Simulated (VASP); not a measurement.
# TiSi (Pnma) in VASP: single point with r2SCAN

Aim: the single point of TiSi with r2SCAN.

Program: VASP 6.6.1. These are calculated values, not measurements. Logs are shortened: lines on timing, memory, paths and dates and some standing lists are left out, and cuts for length are marked.

### Step 1. The cell of the first run

Symmetry: Pnma, No. 62, orthorhombic system. Conventional cell: a = 6.503 Å, b = 3.635 Å, c = 4.988 Å, α = 90.00°, β = 90.00°, γ = 90.00°. Ti (site symmetry m) has 7 Si at 2.56 to 2.75 Å and 10 Ti at 3.19 to 3.64 Å within 3.7 Å. Within 3.2 Å of Si (site symmetry m) lie 2 Si at 2.39 Å and 7 Ti at 2.56 to 2.75 Å.

### Step 2. Single point, r2SCAN

POSCAR reads:

```
TiSi
1.0
    6.5025103464      0.0000000000      0.0000000000
    0.0000000000      3.6350170135      0.0000000000
    0.0000000000      0.0000000000      4.9879986539
Ti Si
4 4
Direct
    0.1760497728      0.2500000000      0.1286077675
    0.3239502272      0.7500000000      0.6286077675
    0.6760497728      0.2500000000      0.3713922325
    0.8239502272      0.7500000000      0.8713922325
    0.0438178763      0.2500000000      0.6447224015
    0.4561821237      0.7500000000      0.1447224015
    0.5438178763      0.2500000000      0.8552775985
    0.9561821237      0.7500000000      0.3552775985
```

INCAR.step1 reads:

```
PREC = Accurate
ENCUT = 520
ISMEAR = 0
SIGMA = 0.1
LREAL = False
LASPH = True
NELM = 60
NBANDS = 42
GGA = PE
ALGO = Normal
EDIFF = 1E-4
LWAVE = True
LCHARG = False
```

INCAR.step2 reads:

```
PREC = Accurate
ENCUT = 520
EDIFF = 1E-7
ISMEAR = 0
SIGMA = 0.1
LREAL = False
LASPH = True
NELM = 60
ALGO = Normal
ISIF = 2
LWAVE = False
LCHARG = False
METAGGA = R2SCAN
LMIXTAU = True
NBANDS = 42
ISTART = 1
```

KPOINTS reads:

```
regular mesh
0
Gamma
  6 10 8
```

Potentials or basis: VASP PAW PBE potentials, release 64 (Ti_sv, Si).

Launch:

```sh
cat potpaw_PBE.64/Ti_sv/POTCAR potpaw_PBE.64/Si/POTCAR > POTCAR
cp INCAR.step1 INCAR
mpirun -np 1 vasp_std > vasp.out
cp INCAR.step2 INCAR
mpirun -np 1 vasp_std > vasp.out
```

OUTCAR:

```text
PREC = Accurate
   ENCUT = 520
   EDIFF = 1E-7
   ISMEAR = 0
   LREAL = False
   LASPH = True
   NELM = 60
   ISIF = 2
   METAGGA = R2SCAN
   ISTART = 1

 ion  position               nearest neighbor table
   1  0.176  0.250  0.129-   5 2.56   8 2.57   8 2.57   6 2.57   6 2.57   5 2.71   7 2.75
   2  0.324  0.750  0.629-   6 2.56   7 2.57   7 2.57   5 2.57   5 2.57   6 2.71   8 2.75
   3  0.676  0.250  0.371-   7 2.56   6 2.57   6 2.57   8 2.57   8 2.57   7 2.71   5 2.75
   4  0.824  0.750  0.871-   8 2.56   5 2.57   5 2.57   7 2.57   7 2.57   8 2.71   6 2.75
   5  0.044  0.250  0.645-   8 2.39   8 2.39   1 2.56   4 2.57   4 2.57   2 2.57   2 2.57   1 2.71
                             3 2.75
   6  0.456  0.750  0.145-   7 2.39   7 2.39   2 2.56   3 2.57   3 2.57   1 2.57   1 2.57   2 2.71
                             4 2.75
   7  0.544  0.250  0.855-   6 2.39   6 2.39   3 2.56   2 2.57   2 2.57   4 2.57   4 2.57   3 2.71
                             1 2.75
   8  0.956  0.750  0.355-   5 2.39   5 2.39   4 2.56   1 2.57   1 2.57   3 2.57   3 2.57   4 2.71
                             2 2.75

  LATTYP: Found a simple orthorhombic cell.
 ALAT       =     3.6350170135
 B/A-ratio  =     1.3722077876
 C/A-ratio  =     1.7888527955

  Lattice vectors:

 A1 = (   0.0000000000,   3.6350170135,   0.0000000000)
 A2 = (   0.0000000000,   0.0000000000,   4.9879986539)
 A3 = (   6.5025103464,   0.0000000000,   0.0000000000)

Analysis of symmetry for initial positions (statically):
=====================================================================
 Subroutine PRICEL returns:
 Original cell was already a primitive cell.

 Routine SETGRP: Setting up the symmetry group for a
 simple orthorhombic supercell.

 Subroutine GETGRP returns: Found  8 space group operations
 (whereof  2 operations were pure point group operations)
 out of a pool of  8 trial point group operations.

The static configuration has the point symmetry S_2 .
 The point group associated with its full space group is D_2h.

Analysis of symmetry for dynamics (positions and initial velocities):
=====================================================================
 Subroutine PRICEL returns:
 Original cell was already a primitive cell.

 Routine SETGRP: Setting up the symmetry group for a
 simple orthorhombic supercell.

 Subroutine GETGRP returns: Found  8 space group operations
 (whereof  2 operations were pure point group operations)
 out of a pool of  8 trial point group operations.

The dynamic configuration has the point symmetry S_2 .
 The point group associated with its full space group is D_2h.

 Subroutine INISYM returns: Found  8 space group operations
 (whereof  2 operations are pure point group operations),
 and found     1 'primitive' translations

----------------------------------------------------------------------------------------

                                     Primitive cell

  volume of cell :     117.9000

  direct lattice vectors                    reciprocal lattice vectors
     6.502510346  0.000000000  0.000000000     0.153786760  0.000000000  0.000000000
     0.000000000  3.635017014  0.000000000     0.000000000  0.275101876  0.000000000
     0.000000000  0.000000000  4.987998654     0.000000000  0.000000000  0.200481209

  length of vectors
     6.502510346  3.635017014  4.987998654     0.153786760  0.275101876  0.200481209

  position of ions in fractional coordinates (direct lattice)
     0.176049773  0.250000000  0.128607768
     0.323950227  0.750000000  0.628607768
     0.676049773  0.250000000  0.371392232
     0.823950227  0.750000000  0.871392232
     0.043817876  0.250000000  0.644722401
     0.456182124  0.750000000  0.144722401
     0.543817876  0.250000000  0.855277599
     0.956182124  0.750000000  0.355277599

  ion indices of the primitive-cell ions
   primitive index   ion index
                 1           1
                 2           2
                 3           3
                 4           4
                 5           5
                 6           6
                 7           7
                 8           8

----------------------------------------------------------------------------------------

 KPOINTS: regular mesh

Automatic generation of k-mesh.
 Grid dimensions read from file:
 generate k-points for:    6   10    8

 Generating k-lattice:

  Cartesian coordinates                     Fractional coordinates (reciprocal lattice)
     0.025631127  0.000000000  0.000000000     0.166666667  0.000000000  0.000000000
     0.000000000  0.027510188  0.000000000     0.000000000  0.100000000  0.000000000
     0.000000000  0.000000000  0.025060151     0.000000000  0.000000000  0.125000000

  Length of vectors
     0.025631127  0.027510188  0.025060151

  Shift w.r.t. Gamma in fractional coordinates (k-lattice)
     0.000000000  0.000000000  0.000000000

 Subroutine IBZKPT returns following result:
 ===========================================

 Found    120 irreducible k-points:

 Following reciprocal coordinates:
            Coordinates               Weight
  0.000000  0.000000  0.000000      1.000000
  0.166667  0.000000  0.000000      2.000000
  0.333333  0.000000  0.000000      2.000000
  0.500000  0.000000  0.000000      1.000000
  0.000000  0.100000  0.000000      2.000000
  0.166667  0.100000  0.000000      4.000000
[... 16 lines left out ...]
  0.333333  0.500000  0.000000      2.000000
  0.500000  0.500000  0.000000      1.000000
 [... further k-points ...]
   k-points           NKPTS =    120   k-points in BZ     NKDIM =    120   number of bands    NBANDS=     42
   number of dos      NEDOS =    301   number of ions     NIONS =      8
   total plane-waves  NPLWV =  53760
   dimension x,y,z NGX =    48 NGY =   28 NGZ =   40
   dimension x,y,z NGXF=    96 NGYF=   56 NGZF=   80
   ions per type =               4   4
   NGX,Y,Z   is equivalent  to a cutoff of  12.27, 12.81, 13.33 a.u.
   NGXF,Y,Z  is equivalent  to a cutoff of  24.54, 25.61, 26.66 a.u.
 SYSTEM =  unknown system
   PREC   = accura    normal or accurate (medium, high low for compatibility)
   ISTART =      1    job   : 0-new  1-cont  2-samecut
   ICHARG =      0    charge: 1-file 2-atom 10-const
   ISPIN  =      1    spin polarized calculation?
   LNONCOLLINEAR =      F non collinear calculations
   LSORBIT =      F    spin-orbit coupling
   LASPH  =      T    aspherical Exc in radial PAW
   ENCUT  =  520.0 eV  38.22 Ry    6.18 a.u.  12.09  6.76  9.27*2*pi/ulx,y,z
   NELM   =     60;   NELMIN=  2; NELMDL=  0     # of ELM steps
   EDIFF  = 0.1E-06   stopping-criterion for ELM
   LREAL  =      F    real-space projection
   EDIFFG = 0.1E-05   stopping-criterion for IOM
   NSW    =      0    number of steps for IOM
   IBRION =     -1    ionic relax: 0-MD 1-quasi-New 2-CG
   NFREE  =      0    steps in history (QN), initial steepest desc. (CG)
   ISIF   =      2    stress and relaxation
   ISYM   =      2    0-nonsym 1-usesym 2-fastsym
   POTIM  = 0.5000    time-step for ionic-motion
   TEBEG  =    0.0;   TEEND  =   0.0 temperature during run
   PSTRESS=    0.0 pullay stress
   NELECT =      64.0000    total number of electrons
   NUPDOWN=      -1.0000    fix difference up-down
   EMIN   =  10.00;   EMAX   =-10.00  energy-range for DOS
   EFERMI =   0.00;   METHOD = LEGACY
   ISMEAR =     0;   SIGMA  =   0.10  broadening in eV -4-tet -1-fermi 0-gaus
   EFERMI_NEDOS =   21; number of points for ismear=-14 and -15
   IALGO  =     38    algorithm
   IMIX   =      4    mixing-type and parameters
     AMIX     =   0.40;   BMIX     =  1.00
     AMIX_MAG =   1.60;   BMIX_MAG =  1.00
  volume/ion in A,a.u.               =      14.74        99.45
  Fermi-wavevector in a.u.,A,eV,Ry     =   1.335458  2.523650 24.265282  1.783448
  Thomas-Fermi vector in A             =   2.464161
   LORBIT       =      0    0 simple, 1 ext, 2 COOP (PROOUT), +10 PAW based schemes
   METAGGA = R2SCAN    functional components
   LHFCALC =     F    Hartree Fock is set to
   AEXX    =    0.0000 exact exchange contribution
   IVDW    =     0    specifies the selected vdW correction
   LEPSILON=     F    determine dielectric tensor
   LRPA    =     F    only Hartree local field effects (RPA)
 non-spin polarized calculation
 Gauss-broadening in eV      SIGMA  =   0.10
  energy-cutoff  :      520.00
  volume of cell :      117.90
 maximum number of plane-waves:      3198
   NGX = 25   NGY = 13   NGZ = 19

 number of electron      64.0000015 magnetization

 Free energy of the ion-electron system (eV)
  ---------------------------------------------------
  ext. energy  EPLUGINS =         0.00000000
  ---------------------------------------------------
  free energy    TOTEN  =       -93.29167438 eV

  energy without entropy =      -93.28273320  energy(sigma->0) =      -93.28720379

 E-fermi :   9.8699     XC(G=0): -12.4957

 val. band max:        9.8563889201   @ k =   0.0000   0.5000   0.5000
 cond. band min:       9.8983024705   @ k =   0.1667   0.2000   0.3750
 fundamental gap:      0.0419135503
 Fermi energy:         9.8699051185

 k-point     1 :       0.0000    0.0000    0.0000
  band No.  band energies     occupation
      1     -49.3121      2.00000
      2     -49.2921      2.00000
      3     -49.2812      2.00000
      4     -49.2721      2.00000
      5     -24.6519      2.00000
      6     -24.6481      2.00000
[... 34 lines left out ...]
     41      12.3065      0.00000
     42      12.4581      0.00000

 k-point     2 :       0.1667    0.0000    0.0000
  band No.  band energies     occupation
      1     -49.3111      2.00000
      2     -49.2944      2.00000
      3     -49.2797      2.00000
      4     -49.2724      2.00000
      5     -24.6502      2.00000
      6     -24.6493      2.00000
[... 34 lines left out ...]
     41      12.3104      0.00000
     42      12.3188      0.00000

 k-point     3 :       0.3333    0.0000    0.0000
  band No.  band energies     occupation
      1     -49.3082      2.00000
      2     -49.2990      2.00000
      3     -49.2770      2.00000
      4     -49.2732      2.00000
      5     -24.6516      2.00000
      6     -24.6502      2.00000
[... 34 lines left out ...]
     41      12.3079      0.00000
     42      12.5903      0.00000

 k-point     4 :       0.5000    0.0000    0.0000
  band No.  band energies     occupation
      1     -49.3040      2.00000
      2     -49.3040      2.00000
      3     -49.2748      2.00000
      4     -49.2748      2.00000
      5     -24.6522      2.00000
      6     -24.6522      2.00000
[... 844 lines left out ...]
     41      12.9805      0.00000
     42      12.9805      0.00000

 k-point    23 :       0.3333    0.5000    0.0000
  band No.  band energies     occupation
      1     -49.2879      2.00000
      2     -49.2879      2.00000
      3     -49.2853      2.00000
      4     -49.2853      2.00000
      5     -24.6218      2.00000
      6     -24.6218      2.00000
[... 34 lines left out ...]
     41      13.0306      0.00000
     42      13.0306      0.00000

 k-point    24 :       0.5000    0.5000    0.0000
  band No.  band energies     occupation
      1     -49.2866      2.00000
      2     -49.2866      2.00000
      3     -49.2866      2.00000
      4     -49.2866      2.00000
      5     -24.6064      2.00000
      6     -24.6064      2.00000
[... 34 lines left out ...]
     41      13.1071      0.00000
     42      13.1071      0.00000

 [... further k-points ...]
[... 5 lines left out ...]
  --------------------------------------------------------------------------------------
  -------------------------------------------------------------------------------------
  Total        0.2712577      0.1953527      0.2763988      0.0000000      0.0000000      0.0000000
  in kB        3.6861992      2.6547044      3.7560630      0.0000000      0.0000000      0.0000000
  external PRESSURE =       3.3656555 kB  Pullay stress =       0.0000000 kB

 VOLUME and BASIS-vectors are now :
 -----------------------------------------------------------------------------
  energy-cutoff  :      520.00
  volume of cell :      117.90
      direct lattice vectors                 reciprocal lattice vectors
     6.502510346  0.000000000  0.000000000     0.153786760  0.000000000  0.000000000
     0.000000000  3.635017014  0.000000000     0.000000000  0.275101876  0.000000000
     0.000000000  0.000000000  4.987998654     0.000000000  0.000000000  0.200481209

 POSITION                                       TOTAL-FORCE (eV/Angst)
 -----------------------------------------------------------------------------------
      1.14477      0.90875      0.64150        -0.003587      0.000000     -0.000587
      2.10649      2.72626      3.13549         0.003587     -0.000000     -0.000587
      4.39602      0.90875      1.85250        -0.003587     -0.000000      0.000587
      5.35774      2.72626      4.34650         0.003587     -0.000000      0.000587
      0.28493      0.90875      3.21587         0.000450     -0.000000     -0.012285
      2.96633      2.72626      0.72188        -0.000450      0.000000     -0.012285
      3.53618      0.90875      4.26612         0.000450     -0.000000      0.012285
      6.21758      2.72626      1.77212        -0.000450      0.000000      0.012285
 -----------------------------------------------------------------------------------
    total drift:                                0.000000     -0.000000      0.000000

  FREE ENERGIE OF THE ION-ELECTRON SYSTEM (eV)
  ---------------------------------------------------
  free  energy   TOTEN  =       -93.2916743764 eV

  energy  without entropy=      -93.2827332029  energy(sigma->0) =      -93.28720379
```

Wall time 53 min (1 thread of Oxide Virtual Turin-like, shared host); peak memory 0.52 GiB.

What came out:

| Property | Result |
| --- | --- |
| Free energy | -93.2917 eV |
| Pressure | 0.3 GPa |
| Largest force | 0.012 eV/Å |
| Band gap on the k mesh | zero (bands 32 and 33 overlap by 0.28 eV) |

Forces on the atoms (eV/Å):
```
Ti  -0.004  0.000 -0.001
Ti   0.004  0.000 -0.001
Ti  -0.004  0.000  0.001
Ti   0.004  0.000  0.001
Si   0.000  0.000 -0.012
Si   0.000  0.000 -0.012
Si   0.000  0.000  0.012
Si   0.000  0.000  0.012
```

Caveat: the PAW data sets were made with another functional, which shifts forces and pressure a little.

The gap in the log of VASP goes by the Fermi energy; the results here count the filled bands.